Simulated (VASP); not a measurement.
A run of VASP 6.6.1 is set up as follows.

File INCAR:

```
ALGO = Normal
EDIFF = 1E-7
ENCUT = 520
GGA = PS
ISIF = 2
ISMEAR = 0
LASPH = T
LCHARG = F
LREAL = F
LWAVE = F
NBANDS = 15
NELM = 60
PREC = Accurate
SIGMA = 0.05
```

File KPOINTS:

```
k-points
0
Gamma
  13 13 13
```

File POSCAR:

```
TaN
1.0
    0.0000000000      2.1790000000      2.1790000000
    2.1790000000      0.0000000000      2.1790000000
    2.1790000000      2.1790000000      0.0000000000
Ta N
1 1
Direct
    0.5000000000      0.5000000000      0.5000000000
    0.0000000000      0.0000000000      0.0000000000
```

Potentials or basis: VASP PAW PBE potentials, release 64 (Ta_pv, N).

Launch:

```console
$ cat potpaw_PBE.64/Ta_pv/POTCAR potpaw_PBE.64/N/POTCAR > POTCAR
$ mpirun -np 1 vasp_std > vasp.out
```

Problem. Estimate the pressure.

Solution. 5.4 GPa.

Problem. Estimate the band gap on the k mesh.

Solution. Zero (band 8 reaches 11.53 eV, above the bottom of band 9 at 7.48 eV).

Caveat: the PAW data sets were made with another functional, which shifts forces and pressure a little; spin-orbit coupling is left out, which moves the levels of the heavy elements.
